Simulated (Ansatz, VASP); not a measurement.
**BP in VASP and in Ansatz**

File INCAR:

```
SYSTEM = BP
PREC = Accurate
ENCUT = 500
EDIFF = 1E-6
ISMEAR = 0
SIGMA = 0.01
LREAL = .False.
LASPH = .True.
NELM = 120
ALGO = Normal
ISIF = 2
LWAVE = .False.
LCHARG = .False.
GGA = PE
NBANDS = 11
GGA_COMPAT = .False.
```

The input KPOINTS:

```
regular mesh
0
Gamma
  10 10 10
  0 0 0
```

The input POSCAR:

```
BP
1.0
    0.0000000000      2.1049605360      2.1049605360
    2.1049605360      0.0000000000      2.1049605360
    2.1049605360      2.1049605360      0.0000000000
B P
1 1
Direct
    0.0000000000      0.0000000000      0.0000000000
    0.2500000000      0.2500000000      0.2500000000
```

Input for Ansatz:

```yaml
crystal:
  lattice:
    - [0.0, 2.104960536, 2.104960536]
    - [2.104960536, 0.0, 2.104960536]
    - [2.104960536, 2.104960536, 0.0]
  atoms:
    - { symbol: B, position: [0.0, 0.0, 0.0] }
    - { symbol: P, position: [0.25, 0.25, 0.25] }
scf:
  occupations: { method: fixed }
output:
  forces: true
  stress: true
  eigenvalues: true
  write_density: true
  write_potential: true
  elf: true
  volumetric_format: npy
hamiltonian:
  xc: pbe
basis:
  ecutwfc: 520
kpoints:
  mp_grid: { grid: [10, 10, 10] }
```

Alike in both runs: task single point; functional PBE; k mesh 10 × 10 × 10; no spin polarisation.

|  | VASP | Ansatz |
| --- | --- | --- |
| version | VASP 6.6.1 | Ansatz 0.2.0 |
| potentials or method | VASP PAW PBE potentials, release 64 (B, P), cutoff 500 eV | scalar-relativistic, plane waves, PAW |
| occupations | gaussian, width 0.01 eV | fixed |
| valence electrons in the cell | 8 | 8 |

|  | VASP | Ansatz | Ansatz less VASP |
| --- | --- | --- | --- |
| gap on the k mesh at the Fermi level (eV) | 0.84 | 0.85 | +0.008 |
| least direct gap on the mesh (eV) | 3.87 | 3.88 | +0.006 |
